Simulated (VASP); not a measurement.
Wanted: the native input for a VASP 6.6.1 run.

- Task: single point
- Functional: PBE
- Potentials or basis: VASP PAW PBE potentials, release 64 (Sn_d, Te, S)
- Cutoff: 520 eV
- k mesh: 6 × 6 × 2
- Occupations: gaussian, width 0.1 eV
- Spin: no spin polarisation
- Dipole correction: no
- Further INCAR settings: ALGO = Normal; EDIFF = 1e-06; NBANDS = 35

The structure of Sn2TeS3 lies in POSCAR:

```
Sn2TeS3
1.0
    3.5088421339      0.0000000000      0.0000000000
    0.0000000000      3.5088421339      0.0000000000
    0.0000000000      0.0000000000     10.6900613199
Sn Te S
2 1 3
Direct
    0.0000000000      0.0000000000      0.3300282148
    0.0000000000      0.0000000000      0.6699717852
    0.0000000000      0.0000000000      0.0000000000
    0.5000000000      0.5000000000      0.1758683335
    0.5000000000      0.5000000000      0.5000000000
    0.5000000000      0.5000000000      0.8241316665
```

These files were run (other wordings do the same):

INCAR

```
  PREC = Accurate
  ENCUT = 520
  EDIFF = 1E-6
  ISMEAR = 0
  SIGMA = 0.1
  LREAL = F
  LASPH = T
  NELM = 80
  ALGO = Normal
  ISIF = 2
  LWAVE = F
  LCHARG = F
  GGA = PE
  NBANDS = 35
```

KPOINTS

```
Automatic mesh
0
Gamma
  6 6 2
```

Potentials or basis: VASP PAW PBE potentials, release 64 (Sn_d, Te, S).

Command:

```console
$ cat potpaw_PBE.64/Sn_d/POTCAR potpaw_PBE.64/Te/POTCAR potpaw_PBE.64/S/POTCAR > POTCAR
$ mpirun -np 1 vasp_std > vasp.out
```

Results of the run:

- Pressure: -0.1 GPa
- Largest force: 0.015 eV/Å
- Band gap on the k mesh: zero (band 26 reaches 8.82 eV, above the bottom of band 27 at 5.68 eV)

Caveat: spin-orbit coupling is left out, which moves the levels of the heavy elements.

Run time: 41 s on 1 thread of Intel(R) Xeon(R) 6975P-C (Granite Rapids), with other jobs on the host, peak memory 0.28 GiB.
